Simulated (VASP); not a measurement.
# InSb5 (P6/mmm) in VASP: a series of runs

Runs on InSb5. Level: PBE. Tasks: single point, relaxation of cell and atoms.

All numbers are computed with VASP 6.6.1; they aren't measurements. Logs are shortened: lines on timing, memory, paths and dates and some standing lists are left out, and cuts for length are marked.

### Step 1. The cell of the first run

Symmetry: P6/mmm, No. 191, hexagonal system. Conventional cell: a = 6.147 Å, b = 6.147 Å, c = 9.425 Å, α = 90.00°, β = 90.00°, γ = 120.00°. In (site symmetry 6/mmm) has 2 Sb at 3.21 Å within 4.2 Å. Within 4.0 Å of Sb (site symmetry mmm) lie 8 Sb at 3.07 to 3.42 Å. Sb (site symmetry 6mm) has 7 Sb at 3.01 to 3.42 Å and 1 In at 3.21 Å within 4.0 Å.

The cell was built from a structure type or drawn by symmetry, and may not be a known phase.

### Step 2. Single point, PBE

INCAR

```
PREC = Accurate
ENCUT = 520
EDIFF = 1E-6
ISMEAR = 0
SIGMA = 0.1
LREAL = False
LASPH = True
NELM = 60
ALGO = Normal
ISIF = 2
LWAVE = False
LCHARG = True
GGA = PE
LELF = True
LVHAR = True
NBANDS = 28
```

KPOINTS

```
Automatic mesh
0
Gamma
  6 6 2
```

POSCAR

```
InSb5
1.0
    6.1473765506      0.0000000000      0.0000000000
   -3.0736882753      5.3237842595      0.0000000000
    0.0000000000      0.0000000000      9.4245084278
In Sb
1 5
Direct
    0.0000000000      0.0000000000      0.0000000000
    0.5000000000      0.0000000000      0.5000000000
    0.0000000000      0.5000000000      0.5000000000
    0.5000000000      0.5000000000      0.5000000000
    0.0000000000      0.0000000000      0.6594847774
    0.0000000000      0.0000000000      0.3405152226
```

Potentials or basis: VASP PAW PBE potentials, release 64 (In_d, Sb).

On the command line:

```bash
cat potpaw_PBE.64/In_d/POTCAR potpaw_PBE.64/Sb/POTCAR > POTCAR
mpirun -np 1 vasp_std > vasp.out
```

OUTCAR:

```text
PREC = Accurate
   ENCUT = 520
   EDIFF = 1E-6
   ISMEAR = 0
   LREAL = False
   LASPH = True
   NELM = 60
   ISIF = 2
   GGA = PE

 ion  position               nearest neighbor table
   1  0.000  0.000  0.000-   5 3.21   6 3.21
   2  0.500  0.000  0.500-   3 3.07   4 3.07   4 3.07   3 3.07   5 3.42   5 3.42   6 3.42   6 3.42

   3  0.000  0.500  0.500-   4 3.07   4 3.07   2 3.07   2 3.07   5 3.42   6 3.42   5 3.42   6 3.42

   4  0.500  0.500  0.500-   3 3.07   3 3.07   2 3.07   2 3.07   5 3.42   6 3.42   5 3.42   6 3.42

   5  0.000  0.000  0.659-   6 3.01   1 3.21   2 3.42   2 3.42   3 3.42   3 3.42   4 3.42   4 3.42

   6  0.000  0.000  0.341-   5 3.01   1 3.21   2 3.42   2 3.42   3 3.42   3 3.42   4 3.42   4 3.42

  LATTYP: Found a hexagonal cell.
 ALAT       =     6.1473765506
 C/A-ratio  =     1.5330943778

  Lattice vectors:

 A1 = (   6.1473765506,   0.0000000000,   0.0000000000)
 A2 = (  -3.0736882753,   5.3237842595,   0.0000000000)
 A3 = (   0.0000000000,   0.0000000000,   9.4245084278)

Analysis of symmetry for initial positions (statically):
=====================================================================
 Subroutine PRICEL returns:
 Original cell was already a primitive cell.

 Routine SETGRP: Setting up the symmetry group for a
 hexagonal supercell.

 Subroutine GETGRP returns: Found 24 space group operations
 (whereof 24 operations were pure point group operations)
 out of a pool of 24 trial point group operations.

The static configuration has the point symmetry D_6h.

Analysis of symmetry for dynamics (positions and initial velocities):
=====================================================================
 Subroutine PRICEL returns:
 Original cell was already a primitive cell.

 Routine SETGRP: Setting up the symmetry group for a
 hexagonal supercell.

 Subroutine GETGRP returns: Found 24 space group operations
 (whereof 24 operations were pure point group operations)
 out of a pool of 24 trial point group operations.

The dynamic configuration has the point symmetry D_6h.

 Subroutine INISYM returns: Found 24 space group operations
 (whereof 24 operations are pure point group operations),
 and found     1 'primitive' translations

----------------------------------------------------------------------------------------

                                     Primitive cell

  volume of cell :     308.4388

  direct lattice vectors                    reciprocal lattice vectors
     6.147376551  0.000000000  0.000000000     0.162671018  0.093918156  0.000000000
    -3.073688275  5.323784260  0.000000000     0.000000000  0.187836312  0.000000000
     0.000000000  0.000000000  9.424508428     0.000000000  0.000000000  0.106106330

  length of vectors
     6.147376551  6.147376551  9.424508428     0.187836312  0.187836312  0.106106330

  position of ions in fractional coordinates (direct lattice)
     0.000000000  0.000000000  0.000000000
     0.500000000  0.000000000  0.500000000
     0.000000000  0.500000000  0.500000000
     0.500000000  0.500000000  0.500000000
     0.000000000  0.000000000  0.659484777
     0.000000000  0.000000000  0.340515223

  ion indices of the primitive-cell ions
   primitive index   ion index
                 1           1
                 2           2
                 3           3
                 4           4
                 5           5
                 6           6

----------------------------------------------------------------------------------------

 KPOINTS: Automatic mesh

Automatic generation of k-mesh.
 Grid dimensions read from file:
 generate k-points for:    6    6    2

 Generating k-lattice:

  Cartesian coordinates                     Fractional coordinates (reciprocal lattice)
     0.027111836  0.015653026  0.000000000     0.166666667  0.000000000  0.000000000
     0.000000000  0.031306052  0.000000000     0.000000000  0.166666667  0.000000000
     0.000000000  0.000000000  0.053053165     0.000000000  0.000000000  0.500000000

  Length of vectors
     0.031306052  0.031306052  0.053053165

  Shift w.r.t. Gamma in fractional coordinates (k-lattice)
     0.000000000  0.000000000  0.000000000

 Subroutine IBZKPT returns following result:
 ===========================================

 Found     14 irreducible k-points:

 Following reciprocal coordinates:
            Coordinates               Weight
  0.000000  0.000000  0.000000      1.000000
  0.166667  0.000000  0.000000      6.000000
  0.333333  0.000000  0.000000      6.000000
  0.500000  0.000000  0.000000      3.000000
  0.166667  0.166667  0.000000      6.000000
  0.333333  0.166667  0.000000     12.000000
  0.333333  0.333333  0.000000      2.000000
  0.000000  0.000000  0.500000      1.000000
  0.166667  0.000000  0.500000      6.000000
  0.333333  0.000000  0.500000      6.000000
  0.500000  0.000000  0.500000      3.000000
  0.166667  0.166667  0.500000      6.000000
  0.333333  0.166667  0.500000     12.000000
  0.333333  0.333333  0.500000      2.000000
   k-points           NKPTS =     14   k-points in BZ     NKDIM =     14   number of bands    NBANDS=     28
   number of dos      NEDOS =    301   number of ions     NIONS =      6
   total plane-waves  NPLWV = 161280
   dimension x,y,z NGX =    48 NGY =   48 NGZ =   70
   dimension x,y,z NGXF=    96 NGYF=   96 NGZF=  140
   ions per type =               1   5
   NGX,Y,Z   is equivalent  to a cutoff of  12.98, 12.98, 12.35 a.u.
   NGXF,Y,Z  is equivalent  to a cutoff of  25.96, 25.96, 24.70 a.u.
 SYSTEM =  unknown system
   PREC   = accura    normal or accurate (medium, high low for compatibility)
   ISTART =      0    job   : 0-new  1-cont  2-samecut
   ICHARG =      2    charge: 1-file 2-atom 10-const
   ISPIN  =      1    spin polarized calculation?
   LNONCOLLINEAR =      F non collinear calculations
   LSORBIT =      F    spin-orbit coupling
   LASPH  =      T    aspherical Exc in radial PAW
   ENCUT  =  520.0 eV  38.22 Ry    6.18 a.u.  11.43 11.43 17.52*2*pi/ulx,y,z
   NELM   =     60;   NELMIN=  2; NELMDL= -5     # of ELM steps
   EDIFF  = 0.1E-05   stopping-criterion for ELM
   LREAL  =      F    real-space projection
   EDIFFG = 0.1E-04   stopping-criterion for IOM
   NSW    =      0    number of steps for IOM
   IBRION =     -1    ionic relax: 0-MD 1-quasi-New 2-CG
   NFREE  =      0    steps in history (QN), initial steepest desc. (CG)
   ISIF   =      2    stress and relaxation
   ISYM   =      2    0-nonsym 1-usesym 2-fastsym
   POTIM  = 0.5000    time-step for ionic-motion
   TEBEG  =    0.0;   TEEND  =   0.0 temperature during run
   PSTRESS=    0.0 pullay stress
   NELECT =      38.0000    total number of electrons
   NUPDOWN=      -1.0000    fix difference up-down
   EMIN   =  10.00;   EMAX   =-10.00  energy-range for DOS
   EFERMI =   0.00;   METHOD = LEGACY
   ISMEAR =     0;   SIGMA  =   0.10  broadening in eV -4-tet -1-fermi 0-gaus
   EFERMI_NEDOS =   21; number of points for ismear=-14 and -15
   IALGO  =     38    algorithm
   IMIX   =      4    mixing-type and parameters
     AMIX     =   0.40;   BMIX     =  1.00
     AMIX_MAG =   1.60;   BMIX_MAG =  1.00
  volume/ion in A,a.u.               =      51.41       346.91
  Fermi-wavevector in a.u.,A,eV,Ry     =   0.814604  1.539378  9.028543  0.663579
  Thomas-Fermi vector in A             =   1.924541
   LORBIT       =      0    0 simple, 1 ext, 2 COOP (PROOUT), +10 PAW based schemes
   GGA     = PE    functional components
   LHFCALC =     F    Hartree Fock is set to
   AEXX    =    0.0000 exact exchange contribution
   IVDW    =     0    specifies the selected vdW correction
   LEPSILON=     F    determine dielectric tensor
   LRPA    =     F    only Hartree local field effects (RPA)
 non-spin polarized calculation
 Gauss-broadening in eV      SIGMA  =   0.10
  energy-cutoff  :      520.00
  volume of cell :      308.44
 maximum number of plane-waves:      8340
 NGX is ok and might be reduce to    48
   NGX = 23   NGY = 23   NGZ = 35

 number of electron      38.0000004 magnetization

 Free energy of the ion-electron system (eV)
  ---------------------------------------------------
  ext. energy  EPLUGINS =         0.00000000
  ---------------------------------------------------
  free energy    TOTEN  =       -20.02305341 eV

  energy without entropy =      -20.00999092  energy(sigma->0) =      -20.01652217

 E-fermi :   2.6804     XC(G=0):  -6.7441

 val. band max:        2.6560732645   @ k =   0.5000   0.0000   0.0000
 cond. band min:       2.7853961740   @ k =   0.0000   0.0000   0.5000
 fundamental gap:      0.1293229095
 Fermi energy:         2.6803858359

 k-point     1 :       0.0000    0.0000    0.0000
  band No.  band energies     occupation
      1     -12.6017      2.00000
      2     -12.6017      2.00000
      3     -12.4543      2.00000
      4     -12.4543      2.00000
      5     -12.4339      2.00000
      6      -9.4283      2.00000
[... 20 lines left out ...]
     27       6.2934      0.00000
     28       6.8532      0.00000

 k-point     2 :       0.1667    0.0000    0.0000
  band No.  band energies     occupation
      1     -12.6017      2.00000
      2     -12.6016      2.00000
      3     -12.4543      2.00000
      4     -12.4543      2.00000
      5     -12.4339      2.00000
      6      -9.2822      2.00000
[... 20 lines left out ...]
     27       5.9992      0.00000
     28       7.1678      0.00000

 k-point     3 :       0.3333    0.0000    0.0000
  band No.  band energies     occupation
      1     -12.6016      2.00000
      2     -12.6014      2.00000
      3     -12.4544      2.00000
      4     -12.4543      2.00000
      5     -12.4337      2.00000
      6      -8.8467      2.00000
[... 306 lines left out ...]
      3     -12.4544      2.00000
      4     -12.4543      2.00000
      5     -12.4334      2.00000
      6      -8.4165      2.00000
[... 20 lines left out ...]
     27       5.4117      0.00000
     28       6.1883      0.00000

 k-point    14 :       0.3333    0.3333    0.5000
  band No.  band energies     occupation
      1     -12.6014      2.00000
      2     -12.6014      2.00000
      3     -12.4544      2.00000
      4     -12.4544      2.00000
      5     -12.4334      2.00000
      6      -7.8170      2.00000
[... 20 lines left out ...]
     27       4.9220      0.00000
     28       5.4636      0.00000

------------------------ aborting loop because EDIFF is reached ----------------------------------------

  FORCE on cell =-STRESS in cart. coord.  units (eV):
  Direction    XX          YY          ZZ          XY          YZ          ZX
  --------------------------------------------------------------------------------------
  -------------------------------------------------------------------------------------
  Total       -0.0416459     -0.0416459     -0.1952736      0.0000000      0.0000000      0.0000000
  in kB       -0.2163287     -0.2163287     -1.0143435      0.0000000      0.0000000      0.0000000
  external PRESSURE =      -0.4823336 kB  Pullay stress =       0.0000000 kB

 VOLUME and BASIS-vectors are now :
 -----------------------------------------------------------------------------
  energy-cutoff  :      520.00
  volume of cell :      308.44
      direct lattice vectors                 reciprocal lattice vectors
     6.147376551  0.000000000  0.000000000     0.162671018  0.093918156  0.000000000
    -3.073688275  5.323784260  0.000000000     0.000000000  0.187836312  0.000000000
     0.000000000  0.000000000  9.424508428     0.000000000  0.000000000  0.106106330

 POSITION                                       TOTAL-FORCE (eV/Angst)
 -----------------------------------------------------------------------------------
      0.00000      0.00000      0.00000        -0.000000      0.000000      0.000000
      3.07369      0.00000      4.71225        -0.000000      0.000000      0.000000
     -1.53684      2.66189      4.71225        -0.000000      0.000000      0.000000
      1.53684      2.66189      4.71225        -0.000000      0.000000      0.000000
      0.00000      0.00000      6.21532        -0.000000     -0.000000     -0.030807
      0.00000      0.00000      3.20919         0.000000      0.000000      0.030807
 -----------------------------------------------------------------------------------
    total drift:                                0.000000     -0.000000     -0.000000

  FREE ENERGIE OF THE ION-ELECTRON SYSTEM (eV)
  ---------------------------------------------------
  free  energy   TOTEN  =       -20.0230534079 eV

  energy  without entropy=      -20.0099909227  energy(sigma->0) =      -20.01652217
```

Run time: 4.9 min. Hardware: 1 thread of Intel Xeon 8259CL, shared host; peak memory 0.45 GiB.

What came out:

- Free energy: -20.0231 eV
- Pressure: 0.0 GPa
- Largest force: 0.031 eV/Å
- Band gap on the k mesh: zero (bands 19 and 20 overlap by 0.45 eV)

Forces on the atoms (eV/Å):
```
In   0.000  0.000  0.000
Sb   0.000  0.000  0.000
Sb   0.000  0.000  0.000
Sb   0.000  0.000  0.000
Sb   0.000  0.000 -0.031
Sb   0.000  0.000  0.031
```

Levels at points of the mesh, in eV from the Fermi level:
| k point | band 15 | band 16 | band 17 | band 18 | band 19 | band 20 | band 21 | band 22 | band 23 | band 24 |
| --- | --- | --- | --- | --- | --- | --- | --- | --- | --- | --- |
| (0.00, 0.00, 0.00) | -2.31 | -1.33 | -0.68 | -0.68 | -0.13 | 0.11 | 0.11 | 0.82 | 0.82 | 2.50 |
| (0.50, 0.00, 0.00) | -1.57 | -1.27 | -1.25 | -1.19 | -0.78 | -0.08 | -0.02 | 0.77 | 0.85 | 0.91 |
| (0.00, 0.00, 0.50) | -3.08 | -2.11 | -0.84 | -0.84 | 0.11 | 0.11 | 1.69 | 1.69 | 1.73 | 1.73 |
| (0.50, 0.00, 0.50) | -2.31 | -1.65 | -1.14 | -1.03 | -0.78 | 0.23 | 0.39 | 0.61 | 1.14 | 2.25 |

Caveat: semilocal functionals underestimate gaps, so a narrow gap can read as zero; spin-orbit coupling is left out, which moves the levels of the heavy elements.

(Part 1 of 3 ends here.)
